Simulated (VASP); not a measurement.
# SnSe2 (P-3m1) in VASP: further runs

Runs on SnSe2. Level: PBE+D3(BJ). Tasks: single point.

Everything below comes from runs of VASP 6.6.1. Logs are shortened: lines on timing, memory, paths and dates and some standing lists are left out, and cuts for length are marked.

**Experimental background.**

From “Temperature Dependent Excitonic Transition Energy and Enhanced Electron-Phonon Coupling in Layered Ternary SnS2-xSex Semiconductors with Fully Tunable Stoichiometry”, 2021, pmc:8069899, for a bulk crystal of SnSe2 at 300 K: band gap 1.207 eV (an exciton energy, a little under the gap).

The runs below are set against these values where they give the same quantity.

### Step 1. The cell of the first run

It takes space group P-3m1 (No. 164, trigonal). Conventional cell: a = 3.648 Å, b = 3.648 Å, c = 6.659 Å, α = 90.00°, β = 90.00°, γ = 120.00°. Within 3.7 Å of Sn (site symmetry -3m) lie 6 Se at 2.75 Å and 6 Sn at 3.65 Å. Within 3.8 Å of Se (site symmetry 3m) lie 3 Sn at 2.75 Å and 9 Se at 3.65 to 3.77 Å.

### Step 2. Single point, PBE+D3(BJ)

The input, INCAR:

```
SYSTEM = SnSe2
PREC     = Accurate       ! precision mode
ENCUT    = 500            ! plane-wave cutoff, eV
EDIFF    = 1E-6           ! SCF threshold, eV
ISMEAR   = 0              ! smearing method
SIGMA    = 0.03           ! smearing width, eV
LREAL    = .False.        ! projectors in reciprocal space
LASPH    = .True.         ! aspherical terms in the spheres
NELM     = 120            ! most SCF steps
ALGO     = Normal         ! electronic algorithm
ISIF     = 2              ! what is computed and relaxed
LWAVE    = .False.        ! write WAVECAR
LCHARG   = .False.        ! write CHGCAR
GGA      = PE             ! functional
IVDW     = 12             ! dispersion correction
NBANDS   = 20             ! bands
GGA_COMPAT= .False.
```

The input, KPOINTS:

```
Automatic mesh
0
Gamma
  12 12 6
  0 0 0
```

The input, POSCAR:

```
SnSe2
1.0
    3.6480000000      0.0000000000      0.0000000000
   -1.8240000000      3.1592606730      0.0000000000
    0.0000000000      0.0000000000      6.6590000000
Sn Se
1 2
Direct
    0.0000000000      0.0000000000      0.0000000000
    0.3333333333      0.6666666667      0.2651331237
    0.6666666667      0.3333333333      0.7348668763
```

Potentials or basis: VASP PAW PBE potentials, release 64 (Sn_d, Se).

Launch:

```sh
cat potpaw_PBE.64/Sn_d/POTCAR potpaw_PBE.64/Se/POTCAR > POTCAR
mpirun -np 1 vasp_std > vasp.out
```

OUTCAR:

```text
SYSTEM = SnSe2
   PREC = Accurate
   ENCUT = 500
   EDIFF = 1E-6
   ISMEAR = 0
   LREAL = .False.
   LASPH = .True.
   NELM = 120
   ISIF = 2
   GGA = PE
   IVDW = 12
 IVDW          = 12

 ion  position               nearest neighbor table
   1  0.000  0.000  0.000-   2 2.75   3 2.75   2 2.75   3 2.75   3 2.75   2 2.75
   2  0.333  0.667  0.265-   1 2.75   1 2.75   1 2.75
   3  0.667  0.333  0.735-   1 2.75   1 2.75   1 2.75

  LATTYP: Found a hexagonal cell.
 ALAT       =     3.6480000000
 C/A-ratio  =     1.8253837719

  Lattice vectors:

 A1 = (   3.6480000000,   0.0000000000,   0.0000000000)
 A2 = (  -1.8240000000,   3.1592606730,   0.0000000000)
 A3 = (   0.0000000000,   0.0000000000,   6.6590000000)

Analysis of symmetry for initial positions (statically):
=====================================================================
 Subroutine PRICEL returns:
 Original cell was already a primitive cell.

 Routine SETGRP: Setting up the symmetry group for a
 hexagonal supercell.

 Subroutine GETGRP returns: Found 12 space group operations
 (whereof 12 operations were pure point group operations)
 out of a pool of 24 trial point group operations.

The static configuration has the point symmetry D_3d.

Analysis of symmetry for dynamics (positions and initial velocities):
=====================================================================
 Subroutine PRICEL returns:
 Original cell was already a primitive cell.

 Routine SETGRP: Setting up the symmetry group for a
 hexagonal supercell.

 Subroutine GETGRP returns: Found 12 space group operations
 (whereof 12 operations were pure point group operations)
 out of a pool of 24 trial point group operations.

The dynamic configuration has the point symmetry D_3d.

 Subroutine INISYM returns: Found 12 space group operations
 (whereof 12 operations are pure point group operations),
 and found     1 'primitive' translations

----------------------------------------------------------------------------------------

                                     Primitive cell

  volume of cell :      76.7449

  direct lattice vectors                    reciprocal lattice vectors
     3.648000000  0.000000000  0.000000000     0.274122807  0.158264876  0.000000000
    -1.824000000  3.159260673  0.000000000     0.000000000  0.316529753  0.000000000
     0.000000000  0.000000000  6.659000000     0.000000000  0.000000000  0.150172699

  length of vectors
     3.648000000  3.648000000  6.659000000     0.316529753  0.316529753  0.150172699

  position of ions in fractional coordinates (direct lattice)
     0.000000000  0.000000000  0.000000000
     0.333333333  0.666666667  0.265133124
     0.666666667  0.333333333  0.734866876

  ion indices of the primitive-cell ions
   primitive index   ion index
                 1           1
                 2           2
                 3           3

----------------------------------------------------------------------------------------

 KPOINTS: Automatic mesh

Automatic generation of k-mesh.
 Grid dimensions read from file:
 generate k-points for:   12   12    6

 Generating k-lattice:

  Cartesian coordinates                     Fractional coordinates (reciprocal lattice)
     0.022843567  0.013188740  0.000000000     0.083333333  0.000000000  0.000000000
     0.000000000  0.026377479  0.000000000     0.000000000  0.083333333  0.000000000
     0.000000000  0.000000000  0.025028783     0.000000000  0.000000000  0.166666667

  Length of vectors
     0.026377479  0.026377479  0.025028783

  Shift w.r.t. Gamma in fractional coordinates (k-lattice)
     0.000000000  0.000000000  0.000000000

 Subroutine IBZKPT returns following result:
 ===========================================

 Found    100 irreducible k-points:

 Following reciprocal coordinates:
            Coordinates               Weight
  0.000000  0.000000  0.000000      1.000000
  0.083333 -0.000000  0.000000      6.000000
  0.166667 -0.000000  0.000000      6.000000
  0.250000  0.000000  0.000000      6.000000
  0.333333 -0.000000  0.000000      6.000000
  0.416667 -0.000000  0.000000      6.000000
[... 16 lines left out ...]
  0.166667 -0.000000  0.166667      6.000000
  0.000000  0.166667  0.166667      6.000000
 [... further k-points ...]
   k-points           NKPTS =    100   k-points in BZ     NKDIM =    100   number of bands    NBANDS=     20
   number of dos      NEDOS =    301   number of ions     NIONS =      3
   total plane-waves  NPLWV =  39200
   dimension x,y,z NGX =    28 NGY =   28 NGZ =   50
   dimension x,y,z NGXF=    56 NGYF=   56 NGZF=  100
   ions per type =               1   2
   NGX,Y,Z   is equivalent  to a cutoff of  12.76, 12.76, 12.48 a.u.
   NGXF,Y,Z  is equivalent  to a cutoff of  25.52, 25.52, 24.97 a.u.
 SYSTEM =  SnSe2
   PREC   = accura    normal or accurate (medium, high low for compatibility)
   ISTART =      0    job   : 0-new  1-cont  2-samecut
   ICHARG =      2    charge: 1-file 2-atom 10-const
   ISPIN  =      1    spin polarized calculation?
   LNONCOLLINEAR =      F non collinear calculations
   LSORBIT =      F    spin-orbit coupling
   LASPH  =      T    aspherical Exc in radial PAW
   ENCUT  =  500.0 eV  36.75 Ry    6.06 a.u.   6.65  6.65 12.14*2*pi/ulx,y,z
   NELM   =    120;   NELMIN=  2; NELMDL= -5     # of ELM steps
   EDIFF  = 0.1E-05   stopping-criterion for ELM
   LREAL  =      F    real-space projection
   EDIFFG = 0.1E-04   stopping-criterion for IOM
   NSW    =      0    number of steps for IOM
   IBRION =     -1    ionic relax: 0-MD 1-quasi-New 2-CG
   NFREE  =      0    steps in history (QN), initial steepest desc. (CG)
   ISIF   =      2    stress and relaxation
   ISYM   =      2    0-nonsym 1-usesym 2-fastsym
   POTIM  = 0.5000    time-step for ionic-motion
   TEBEG  =    0.0;   TEEND  =   0.0 temperature during run
   PSTRESS=    0.0 pullay stress
   NELECT =      26.0000    total number of electrons
   NUPDOWN=      -1.0000    fix difference up-down
   EMIN   =  10.00;   EMAX   =-10.00  energy-range for DOS
   EFERMI =   0.00;   METHOD = LEGACY
   ISMEAR =     0;   SIGMA  =   0.03  broadening in eV -4-tet -1-fermi 0-gaus
   EFERMI_NEDOS =   21; number of points for ismear=-14 and -15
   IALGO  =     38    algorithm
   IMIX   =      4    mixing-type and parameters
     AMIX     =   0.40;   BMIX     =  1.00
     AMIX_MAG =   1.60;   BMIX_MAG =  1.00
  volume/ion in A,a.u.               =      25.58       172.63
  Fermi-wavevector in a.u.,A,eV,Ry     =   1.141255  2.156660 17.721097  1.302464
  Thomas-Fermi vector in A             =   2.277956
   LORBIT       =      0    0 simple, 1 ext, 2 COOP (PROOUT), +10 PAW based schemes
   GGA     = PE    functional components
   LHFCALC =     F    Hartree Fock is set to
   AEXX    =    0.0000 exact exchange contribution
   IVDW    =    12    specifies the selected vdW correction
   LEPSILON=     F    determine dielectric tensor
   LRPA    =     F    only Hartree local field effects (RPA)
 non-spin polarized calculation
 Gauss-broadening in eV      SIGMA  =   0.03
  energy-cutoff  :      500.00
  volume of cell :       76.74
 maximum number of plane-waves:      1986
 NGX is ok and might be reduce to    28
   NGX = 13   NGY = 13   NGZ = 25

 number of electron      26.0000015 magnetization

 Free energy of the ion-electron system (eV)
  ---------------------------------------------------
  ext. energy  EPLUGINS =         0.00000000
  ---------------------------------------------------
  free energy    TOTEN  =       -11.52933758 eV

  energy without entropy =      -11.52893811  energy(sigma->0) =      -11.52913784

 E-fermi :   4.6768     XC(G=0):  -9.5677

 val. band max:        4.6656240730   @ k =   0.4167  -0.0000   0.5000
 cond. band min:       4.6890434302   @ k =   0.0000   0.0000   0.3333
 fundamental gap:      0.0234193572
 Fermi energy:         4.6768080289

 k-point     1 :       0.0000    0.0000    0.0000
  band No.  band energies     occupation
      1     -16.9821      2.00000
      2     -16.9821      2.00000
      3     -16.9149      2.00000
      4     -16.8976      2.00000
      5     -16.8976      2.00000
      6      -9.5481      2.00000
[... 12 lines left out ...]
     19      13.8073      0.00000
     20      13.8076      0.00000

 k-point     2 :       0.0833   -0.0000    0.0000
  band No.  band energies     occupation
      1     -16.9840      2.00000
      2     -16.9774      2.00000
      3     -16.9121      2.00000
      4     -16.9014      2.00000
      5     -16.8982      2.00000
      6      -9.4727      2.00000
[... 12 lines left out ...]
     19      12.9176      0.00000
     20      13.9223      0.00000

 k-point     3 :       0.1667   -0.0000    0.0000
  band No.  band energies     occupation
      1     -16.9899      2.00000
      2     -16.9646      2.00000
      3     -16.9118      2.00000
      4     -16.9037      2.00000
      5     -16.8997      2.00000
      6      -9.2518      2.00000
[... 12 lines left out ...]
     19      12.8222      0.00000
     20      13.6009      0.00000

 k-point     4 :       0.2500    0.0000    0.0000
  band No.  band energies     occupation
      1     -16.9997      2.00000
      2     -16.9477      2.00000
      3     -16.9245      2.00000
      4     -16.9011      2.00000
      5     -16.8920      2.00000
      6      -8.9048      2.00000
[... 12 lines left out ...]
     19      13.2721      0.00000
     20      13.5840      0.00000

 k-point     5 :       0.3333   -0.0000    0.0000
  band No.  band energies     occupation
      1     -17.0111      2.00000
      2     -16.9360      2.00000
      3     -16.9327      2.00000
      4     -16.9006      2.00000
      5     -16.8798      2.00000
      6      -8.4745      2.00000
[... 12 lines left out ...]
     19      13.1190      0.00000
     20      14.4472      0.00000
[... 353 lines left out ...]
      6      -9.4347      2.00000
[... 12 lines left out ...]
     19      12.7271      0.00000
     20      13.9572      0.00000

 k-point    22 :       0.0000    0.0833    0.1667
  band No.  band energies     occupation
      1     -16.9840      2.00000
      2     -16.9774      2.00000
      3     -16.9121      2.00000
      4     -16.9014      2.00000
      5     -16.8982      2.00000
      6      -9.4346      2.00000
[... 12 lines left out ...]
     19      12.8097      0.00000
     20      13.6917      0.00000

 k-point    23 :       0.1667   -0.0000    0.1667
  band No.  band energies     occupation
      1     -16.9899      2.00000
      2     -16.9646      2.00000
      3     -16.9118      2.00000
      4     -16.9037      2.00000
      5     -16.8997      2.00000
      6      -9.2146      2.00000
[... 12 lines left out ...]
     19      13.0552      0.00000
     20      13.2571      0.00000

 k-point    24 :       0.0000    0.1667    0.1667
  band No.  band energies     occupation
      1     -16.9899      2.00000
      2     -16.9646      2.00000
      3     -16.9119      2.00000
      4     -16.9037      2.00000
      5     -16.8997      2.00000
      6      -9.2143      2.00000
[... 12 lines left out ...]
     19      12.6271      0.00000
     20      13.4326      0.00000

 [... further k-points ...]

------------------------ aborting loop because EDIFF is reached ----------------------------------------

 Edisp (eV)   -1.08959

 E8    (eV) :    -0.4763

  FORCE on cell =-STRESS in cart. coord.  units (eV):
  Direction    XX          YY          ZZ          XY          YZ          ZX
  --------------------------------------------------------------------------------------
  -------------------------------------------------------------------------------------
  Total       1.97995     1.97995    -3.70303     0.00000     0.00000    -0.00000
  in kB      41.33485    41.33485   -77.30689     0.00000     0.00000    -0.00000
  external pressure =        1.79 kB  Pullay stress =        0.00 kB

 VOLUME and BASIS-vectors are now :
 -----------------------------------------------------------------------------
  energy-cutoff  :      500.00
  volume of cell :       76.74
      direct lattice vectors                 reciprocal lattice vectors
     3.648000000  0.000000000  0.000000000     0.274122807  0.158264876  0.000000000
    -1.824000000  3.159260673  0.000000000     0.000000000  0.316529753  0.000000000
     0.000000000  0.000000000  6.659000000     0.000000000  0.000000000  0.150172699

 POSITION                                       TOTAL-FORCE (eV/Angst)
 -----------------------------------------------------------------------------------
      0.00000      0.00000      0.00000         0.000000      0.000000      0.000000
     -0.00000      2.10617      1.76552        -0.000000     -0.000000     -0.870241
      1.82400      1.05309      4.89348         0.000000      0.000000      0.870241
 -----------------------------------------------------------------------------------
    total drift:                               -0.000000      0.000000      0.000000

  FREE ENERGIE OF THE ION-ELECTRON SYSTEM (eV)
  ---------------------------------------------------
  free  energy   TOTEN  =       -12.6189230598 eV

  energy  without entropy=      -12.6185235932  energy(sigma->0) =      -12.61872333
```

Wall time 50 s (1 thread of Intel Xeon 6975P-C (Granite Rapids), shared host); peak memory 0.29 GiB.

What came out:

```yaml
Free_energy: -12.6189 eV
Pressure: 0.2 GPa
Largest_force: 0.870 eV/Å
Band_gap_on_the_k_mesh: zero (bands 13 and 14 overlap by 0.28 eV)
Dispersion_energy_per_atom: -0.363 eV
```

Forces in eV/Å, atoms in the order of the input:
```
Sn   0.000  0.000  0.000
Se   0.000  0.000 -0.870
Se   0.000  0.000  0.870
```

Stress tensor (GPa, compression positive):
```
 4.13  0.00  0.00
 0.00  4.13  0.00
 0.00  0.00 -7.73
```

Caveat: the stress differs along the axes, from -8 to 4 GPa; semilocal functionals underestimate gaps, and a narrow one can read as zero; spin-orbit coupling is left out, which moves the levels of the heavy elements.

### Step 3. Single point, PBE+D3(BJ)

This run uses another cell than the first one, of 26.05 Å³/atom.

The input, INCAR:

```
SYSTEM = SnSe2
PREC = Accurate ; ENCUT = 500
EDIFF = 1E-6 ; ISMEAR = 0
SIGMA = 0.03 ; LREAL = .FALSE.
LASPH = .TRUE. ; NELM = 120
ALGO = Normal ; ISIF = 2
LWAVE = .FALSE. ; LCHARG = .FALSE.
GGA = PE ; IVDW = 12
NBANDS = 20 ; GGA_COMPAT = .FALSE.
```

The input, KPOINTS:

```
Automatic mesh
0
G
  12 12 6
  0 0 0
```

The input, POSCAR:

```
SnSe2
1.0
    3.9840000000      0.0000000000      0.0000000000
   -1.9920000000      3.4502452087      0.0000000000
    0.0000000000      0.0000000000      5.6854000000
Sn Se
1 2
Direct
    0.0000000000      0.0000000000      0.0000000000
    0.3333333333      0.6666666667      0.2651331237
    0.6666666667      0.3333333333      0.7348668763
```

Potentials or basis: VASP PAW PBE potentials, release 64 (Sn_d, Se).

Launch:

```sh
cat potpaw_PBE.64/Sn_d/POTCAR potpaw_PBE.64/Se/POTCAR > POTCAR
mpirun -np 1 vasp_std > vasp.out
```

Wall time 58 s (1 thread of Intel Xeon 6975P-C (Granite Rapids), shared host); peak memory 0.29 GiB.

It converged, with:

* Free energy: -12.8235 eV
* Pressure: -1.1 GPa
* Largest force: 0.325 eV/Å
* Band gap on the k mesh: zero (bands 13 and 14 overlap by 0.02 eV)
* Dispersion energy per atom: -0.357 eV

Forces on the atoms (eV/Å):
```
Sn   0.000  0.000  0.000
Se   0.000  0.000  0.325
Se   0.000  0.000 -0.325
```

Stress tensor (GPa, compression positive):
```
-2.49  0.00  0.00
 0.00 -2.49  0.00
 0.00  0.00  1.75
```

Levels at points of the mesh, in eV from the Fermi level:
```csv
k point,band 10,band 11,band 12,band 13,band 14,band 15,band 16,band 17
"(0.00, 0.00, 0.00)",-1.43,-1.32,-1.32,-0.20,-0.04,2.04,3.83,3.83
"(0.50, 0.00, 0.00)",-3.39,-3.36,-1.89,-0.77,0.66,3.03,4.45,4.72
"(0.00, 0.00, 0.50)",-1.63,-1.63,-0.98,-0.98,1.51,1.92,3.27,3.27
"(0.50, 0.00, 0.50)",-2.99,-2.09,-1.56,-1.53,0.60,3.71,4.49,5.72
```

Caveat: semilocal functionals underestimate gaps, and a narrow one can read as zero; spin-orbit coupling is left out, which moves the levels of the heavy elements.

### Step 4. Single point, PBE+D3(BJ)

This run uses another cell than the first one, of 26.26 Å³/atom.

The input, INCAR:

```
  ALGO = Normal
  EDIFF = 1E-6
  ENCUT = 500
  GGA = PE
  GGA_COMPAT = F
  ISIF = 2
  ISMEAR = 0
  IVDW = 12
  LASPH = T
  LCHARG = F
  LREAL = F
  LWAVE = F
  NBANDS = 20
  NELM = 120
  PREC = Accurate
  SIGMA = 0.03
```

The input, KPOINTS:

```
k-points
0
Gamma
  12 12 6
```

The input, POSCAR:

```
SnSe2
1.0
    3.6960000000      0.0000000000      0.0000000000
   -1.8480000000      3.2008298924      0.0000000000
    0.0000000000      0.0000000000      6.6590000000
Sn Se
1 2
Direct
    0.0000000000      0.0000000000      0.0000000000
    0.3333333333      0.6666666667      0.2651331237
    0.6666666667      0.3333333333      0.7348668763
```

Launch:

```sh
cat potpaw_PBE.64/Sn_d/POTCAR potpaw_PBE.64/Se/POTCAR > POTCAR
mpirun -np 1 vasp_std > vasp.out
```

Run time: 54 s. Hardware: 1 thread of Intel Xeon 6975P-C (Granite Rapids), shared host; peak memory 0.29 GiB.

It converged, with:

```
Free energy                : -12.6574 eV
Pressure                   : -1.5 GPa
Largest force              : 0.985 eV/Å
Band gap on the k mesh     : zero (bands 13 and 14 overlap by 0.21 eV)
Dispersion energy per atom : -0.354 eV
```

Forces on the atoms (eV/Å):
```
Sn   0.000  0.000  0.000
Se   0.000  0.000 -0.985
Se   0.000  0.000  0.985
```

Stress tensor (GPa, compression positive):
```
 1.97  0.00  0.00
 0.00  1.97  0.00
 0.00  0.00 -8.43
```

Levels at points of the mesh, in eV from the Fermi level:
| k point | band 11 | band 12 | band 13 | band 14 | band 15 | band 16 |
| --- | --- | --- | --- | --- | --- | --- |
| (0.00, 0.00, 0.00) | -0.31 | -0.13 | -0.13 | 0.64 | 3.55 | 4.75 |
| (0.50, 0.00, 0.00) | -2.16 | -2.07 | -0.47 | 0.73 | 3.26 | 4.64 |
| (0.00, 0.00, 0.50) | -0.42 | 0.02 | 0.02 | 2.46 | 3.30 | 4.56 |
| (0.50, 0.00, 0.50) | -1.98 | -1.42 | -0.82 | -0.17 | 2.88 | 4.28 |

Caveat: the stress differs along the axes, from -8 to 2 GPa; semilocal functionals underestimate gaps, and a narrow one can read as zero; spin-orbit coupling is left out, which moves the levels of the heavy elements.

(Part 1 of 2 ends here.)

The gap in the log of VASP goes by the Fermi energy; the results here count the filled bands.